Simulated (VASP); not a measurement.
# ZnInGaO4 (R3m) in VASP: notebook

ZnInGaO4 is run at these levels: PBE; tasks: single point.

Program: VASP 6.6.1. These are calculated values, not measurements. Logs are shortened: lines on timing, memory, paths and dates and some standing lists are left out, and cuts for length are marked.

### Step 1. The cell of the first run

The structure is trigonal, space group R3m (No. 160). The conventional cell has a = 3.288 Å, b = 3.288 Å, c = 25.578 Å, α = 90.00°, β = 90.00°, γ = 120.00°. Zn (site symmetry 3m) has 5 O at 1.96 to 2.50 Å within 2.6 Å. Within 2.9 Å of In (site symmetry 3m) lie 6 O at 2.17 Å. Within 2.5 Å of Ga (site symmetry 3m) lie 5 O at 1.90 to 1.96 Å. O (site symmetry 3m) has 1 Zn at 1.96 Å and 3 In at 2.17 Å within 2.6 Å. Within 2.6 Å of O (site symmetry 3m) lie 1 Ga at 1.94 Å and 3 In at 2.17 Å. Within 2.6 Å of O (site symmetry 3m) lie 3 Ga at 1.90 Å and 1 Zn at 2.50 Å. O (site symmetry 3m) has 1 Ga at 1.96 Å and 3 Zn at 1.98 Å within 2.6 Å.

### Step 2. Single point, PBE (11.40 Å³/atom)

Input file INCAR:

```
SYSTEM = ZnInGaO4
ALGO = Normal ; EDIFF = 1E-6
ENCUT = 520 ; GGA = PE
ISIF = 2 ; ISMEAR = 0
LASPH = .TRUE. ; LCHARG = .TRUE.
LELF = .TRUE. ; LREAL = .FALSE.
LVHAR = .TRUE. ; LWAVE = .FALSE.
NBANDS = 40 ; NELM = 60
PREC = Accurate ; SIGMA = 0.01
```

Input file KPOINTS:

```
k-points
0
G
  8 8 8
  0 0 0
```

Input file POSCAR:

```
ZnInGaO4
1.0
    1.6438334831      0.9490677040      8.5260545550
   -1.6438334831      0.9490677040      8.5260545550
    0.0000000000     -1.8981354080      8.5260545550
Zn In Ga O
1 1 1 4
Direct
    0.2188059244      0.2188059244      0.2188059244
    0.0030772526      0.0030772526      0.0030772526
    0.7870525332      0.7870525332      0.7870525332
    0.2952718308      0.2952718308      0.2952718308
    0.7112323353      0.7112323353      0.7112323353
    0.1210345444      0.1210345444      0.1210345444
    0.8635265792      0.8635265792      0.8635265792
```

Potentials or basis: VASP PAW PBE potentials, release 64 (Zn, In_d, Ga_d, O).

Command:

```
cat potpaw_PBE.64/Zn/POTCAR potpaw_PBE.64/In_d/POTCAR potpaw_PBE.64/Ga_d/POTCAR potpaw_PBE.64/O/POTCAR > POTCAR
mpirun -np 1 vasp_std > vasp.out
```

OUTCAR:

```text
SYSTEM = ZnInGaO4
   EDIFF = 1E-6
   ENCUT = 520
   GGA = PE
   ISIF = 2
   ISMEAR = 0
   LASPH = .TRUE.
   LREAL = .FALSE.
   NELM = 60
   PREC = Accurate

 ion  position               nearest neighbor table
   1  0.219  0.219  0.219-   4 1.96   7 1.98   7 1.98   7 1.98   6 2.50
   2  0.003  0.003  0.003-   4 2.17   4 2.17   4 2.17   5 2.17   5 2.17   5 2.17
   3  0.787  0.787  0.787-   6 1.90   6 1.90   6 1.90   5 1.94   7 1.96
   4  0.295  0.295  0.295-   1 1.96   2 2.17   2 2.17   2 2.17
   5  0.711  0.711  0.711-   3 1.94   2 2.17   2 2.17   2 2.17
   6  0.121  0.121  0.121-   3 1.90   3 1.90   3 1.90   1 2.50
   7  0.864  0.864  0.864-   3 1.96   1 1.98   1 1.98   1 1.98

  LATTYP: Found a trigonal (rhomboedric) cell.
 ALAT       =     8.7347881658
 COS(alpha) =     0.9291661437

  Lattice vectors:

 A1 = (   1.6438334831,   0.9490677040,   8.5260545550)
 A2 = (  -1.6438334831,   0.9490677040,   8.5260545550)
 A3 = (   0.0000000000,  -1.8981354080,   8.5260545550)

Analysis of symmetry for initial positions (statically):
=====================================================================
 Subroutine PRICEL returns:
 Original cell was already a primitive cell.

 Routine SETGRP: Setting up the symmetry group for a
 trigonal (rhombohedral) supercell.

 Subroutine GETGRP returns: Found  6 space group operations
 (whereof  6 operations were pure point group operations)
 out of a pool of 12 trial point group operations.

The static configuration has the point symmetry C_3v.

Analysis of symmetry for dynamics (positions and initial velocities):
=====================================================================
 Subroutine PRICEL returns:
 Original cell was already a primitive cell.

 Routine SETGRP: Setting up the symmetry group for a
 trigonal (rhombohedral) supercell.

 Subroutine GETGRP returns: Found  6 space group operations
 (whereof  6 operations were pure point group operations)
 out of a pool of 12 trial point group operations.

The dynamic configuration has the point symmetry C_3v.

 Subroutine INISYM returns: Found  6 space group operations
 (whereof  6 operations are pure point group operations),
 and found     1 'primitive' translations

----------------------------------------------------------------------------------------

                                     Primitive cell

  volume of cell :      79.8095

  direct lattice vectors                    reciprocal lattice vectors
     1.643833483  0.949067704  8.526054555     0.304167061  0.175610935  0.039095848
[... 102 lines left out ...]
   ISIF   =      2    stress and relaxation
   ISYM   =      2    0-nonsym 1-usesym 2-fastsym
   POTIM  = 0.5000    time-step for ionic-motion
   TEBEG  =    0.0;   TEEND  =   0.0 temperature during run
   PSTRESS=    0.0 pullay stress
   NELECT =      62.0000    total number of electrons
   NUPDOWN=      -1.0000    fix difference up-down
   EMIN   =  10.00;   EMAX   =-10.00  energy-range for DOS
   EFERMI =   0.00;   METHOD = LEGACY
   ISMEAR =     0;   SIGMA  =   0.01  broadening in eV -4-tet -1-fermi 0-gaus
   EFERMI_NEDOS =   21; number of points for ismear=-14 and -15
   IALGO  =     38    algorithm
   IMIX   =      4    mixing-type and parameters
     AMIX     =   0.40;   BMIX     =  1.00
     AMIX_MAG =   1.60;   BMIX_MAG =  1.00
  volume/ion in A,a.u.               =      11.40        76.94
  Fermi-wavevector in a.u.,A,eV,Ry     =   1.504945  2.843934 30.815280  2.264859
  Thomas-Fermi vector in A             =   2.615858
   LORBIT       =      0    0 simple, 1 ext, 2 COOP (PROOUT), +10 PAW based schemes
   GGA     = PE    functional components
   LHFCALC =     F    Hartree Fock is set to
   AEXX    =    0.0000 exact exchange contribution
   IVDW    =     0    specifies the selected vdW correction
   LEPSILON=     F    determine dielectric tensor
   LRPA    =     F    only Hartree local field effects (RPA)
 non-spin polarized calculation
 Gauss-broadening in eV      SIGMA  =   0.01
  energy-cutoff  :      520.00
  volume of cell :       79.81
 maximum number of plane-waves:      2170
 NGX is ok and might be reduce to    70
   NGX = 33   NGY = 33   NGZ = 33

 number of electron      61.9999998 magnetization

 Free energy of the ion-electron system (eV)
  ---------------------------------------------------
  ext. energy  EPLUGINS =         0.00000000
  ---------------------------------------------------
  free energy    TOTEN  =       -37.61614166 eV

  energy without entropy =      -37.61614166  energy(sigma->0) =      -37.61614166

 E-fermi :   4.3718     XC(G=0): -11.3605

 val. band max:        4.3192134395   @ k =   0.0000   0.0000   0.0000
 cond. band min:       5.6829610734   @ k =   0.0000   0.0000   0.0000
 fundamental gap:      1.3637476339
 Fermi energy:         4.3718410955

 k-point     1 :       0.0000    0.0000    0.0000
  band No.  band energies     occupation
      1     -14.7038      2.00000
      2     -13.7334      2.00000
      3     -13.0966      2.00000
      4     -12.6152      2.00000
      5      -9.1005      2.00000
      6      -9.1005      2.00000
[... 1021 lines left out ...]
     39      15.9366      0.00000
     40      16.1714      0.00000

 [... further k-points ...]

------------------------ aborting loop because EDIFF is reached ----------------------------------------

  FORCE on cell =-STRESS in cart. coord.  units (eV):
  Direction    XX          YY          ZZ          XY          YZ          ZX
  --------------------------------------------------------------------------------------
  -------------------------------------------------------------------------------------
  Total        5.9583201      5.9583201      5.8702524      0.0000000      0.0000000      0.0000000
  in kB      119.6134561    119.6134561    117.8454936      0.0000000      0.0000000      0.0000000
  external PRESSURE =     119.0241352 kB  Pullay stress =       0.0000000 kB

 VOLUME and BASIS-vectors are now :
 -----------------------------------------------------------------------------
  energy-cutoff  :      520.00
  volume of cell :       79.81
      direct lattice vectors                 reciprocal lattice vectors
     1.643833483  0.949067704  8.526054555     0.304167061  0.175610935  0.039095848
    -1.643833483  0.949067704  8.526054555    -0.304167061  0.175610935  0.039095848
     0.000000000 -1.898135408  8.526054555     0.000000000 -0.351221870  0.039095848

 POSITION                                       TOTAL-FORCE (eV/Angst)
 -----------------------------------------------------------------------------------
      0.00000      0.00000      5.59665         0.000000     -0.000000      0.046180
      0.00000      0.00000      0.07871         0.000000     -0.000000     -0.043838
      0.00000      0.00000     20.13136         0.000000     -0.000000     -0.014906
      0.00000      0.00000      7.55251         0.000000     -0.000000     -0.156966
      0.00000      0.00000     18.19202         0.000000     -0.000000      0.080437
      0.00000      0.00000      3.09584         0.000000      0.000000     -0.055984
      0.00000      0.00000     22.08742         0.000000     -0.000000      0.145077
 -----------------------------------------------------------------------------------
    total drift:                                0.000000     -0.000000     -0.001118

  FREE ENERGIE OF THE ION-ELECTRON SYSTEM (eV)
  ---------------------------------------------------
  free  energy   TOTEN  =       -37.6161416583 eV

  energy  without entropy=      -37.6161416583  energy(sigma->0) =      -37.61614166
```

stdout:

```text
POSCAR found type information on POSCAR ZnInGaO
 POSCAR found :  4 types and       7 ions
 scaLAPACK will be used
 LDA part: xc-table for (Slater+PW92), standard interpolation
 POSCAR, INCAR and KPOINTS ok, starting setup
 FFT: planning ... GRIDC
 FFT: planning ... GRID_SOFT
 FFT: planning ... GRID
 WAVECAR not read
 entering main loop
```

Wall time 16 min (1 thread of Intel Xeon 6975P-C (Granite Rapids), shared host); peak memory 0.82 GiB.

What came out:

```yaml
Free_energy: -37.6161 eV
Pressure: 11.9 GPa
Largest_force: 0.157 eV/Å
Band_gap_on_the_k_mesh: 1.36 eV
```

Forces in eV/Å, atoms in the order of the input:
```
Zn   0.000  0.000  0.046
In   0.000  0.000 -0.044
Ga   0.000  0.000 -0.015
O    0.000  0.000 -0.157
O    0.000  0.000  0.080
O    0.000  0.000 -0.056
O    0.000  0.000  0.145
```

Stress tensor (GPa, compression positive):
```
11.96  0.00  0.00
 0.00 11.96  0.00
 0.00  0.00 11.78
```

Levels at points of the mesh, in eV from the valence-band top:
| k point | band 28 | band 29 | band 30 | band 31 | band 32 | band 33 | band 34 | band 35 |
| --- | --- | --- | --- | --- | --- | --- | --- | --- |
| (0.00, 0.00, 0.00) | -0.84 | -0.61 | 0.00 | 0.00 | 1.36 | 4.54 | 5.14 | 5.88 |
| (0.50, 0.00, 0.00) | -1.23 | -1.22 | -0.57 | -0.33 | 5.40 | 6.19 | 6.74 | 7.29 |
| (0.50, 0.50, 0.00) | -1.38 | -1.25 | -0.87 | -0.50 | 5.53 | 6.03 | 6.70 | 7.39 |
| (0.50, 0.50, 0.50) | -0.87 | -0.87 | 0.00 | 0.00 | 2.75 | 3.05 | 5.41 | 6.17 |

Caveat: the cell stands under pressure; spin-orbit coupling is left out, which moves the levels of the heavy elements. A k mesh can miss the band edges.

### Step 3. Single point, PBE (11.77 Å³/atom)

This run uses another cell than the first one, of 11.77 Å³/atom.

Input file INCAR:

```
  PREC = Accurate
  ENCUT = 520
  EDIFF = 1E-7
  ISMEAR = 0
  SIGMA = 0.01
  LREAL = False
  LASPH = True
  NELM = 60
  ALGO = Normal
  ISIF = 2
  LWAVE = False
  LCHARG = True
  GGA = PE
  LELF = True
  LVHAR = True
  NBANDS = 40
```

Input file KPOINTS:

```
Automatic mesh
0
Gamma
  8 8 8
```

POSCAR, as its differences from that of step 2:

```diff
@@ -2,5 +2,5 @@
 1.0
-    1.6438334831      0.9490677040      8.5260545550
-   -1.6438334831      0.9490677040      8.5260545550
-    0.0000000000     -1.8981354080      8.5260545550
+    1.6611382651      0.9590586245      8.6158090934
+   -1.6611382651      0.9590586245      8.6158090934
+    0.0000000000     -1.9181172491      8.6158090934
 Zn In Ga O
```

Potentials or basis: VASP PAW PBE potentials, release 64 (Zn, In_d, Ga_d, O).

Command:

```
cat potpaw_PBE.64/Zn/POTCAR potpaw_PBE.64/In_d/POTCAR potpaw_PBE.64/Ga_d/POTCAR potpaw_PBE.64/O/POTCAR > POTCAR
mpirun -np 1 vasp_std > vasp.out
```

It took 22 min on 1 thread of Intel Xeon 6975P-C (Granite Rapids), shared host; peak memory 0.82 GiB.

Results (log left out):

| Quantity | Value |
| --- | --- |
| Free energy | -37.7589 eV |
| Pressure | 5.8 GPa |
| Largest force | 0.066 eV/Å |
| Band gap on the k mesh | 1.23 eV |

Forces on the atoms (eV/Å):
```
Zn   0.000  0.000  0.021
In   0.000  0.000 -0.021
Ga   0.000  0.000 -0.009
O    0.000  0.000 -0.063
O    0.000  0.000  0.034
O    0.000  0.000 -0.028
O    0.000  0.000  0.066
```

Levels at points of the mesh, in eV from the valence-band top:
| k point | band 27 | band 28 | band 29 | band 30 | band 31 | band 32 | band 33 | band 34 | band 35 | band 36 |
| --- | --- | --- | --- | --- | --- | --- | --- | --- | --- | --- |
| (0.00, 0.00, 0.00) | -0.79 | -0.79 | -0.55 | 0.00 | 0.00 | 1.23 | 4.39 | 5.00 | 5.84 | 10.23 |
| (0.50, 0.00, 0.00) | -2.23 | -1.16 | -1.13 | -0.53 | -0.30 | 5.27 | 5.99 | 6.61 | 7.22 | 8.50 |
| (0.50, 0.50, 0.00) | -1.53 | -1.31 | -1.15 | -0.84 | -0.46 | 5.39 | 5.84 | 6.60 | 7.32 | 8.65 |
| (0.50, 0.50, 0.50) | -1.36 | -0.81 | -0.81 | 0.00 | 0.00 | 2.62 | 2.94 | 5.27 | 6.12 | 10.24 |

Caveat: the cell stands under pressure; spin-orbit coupling is left out, which moves the levels of the heavy elements.
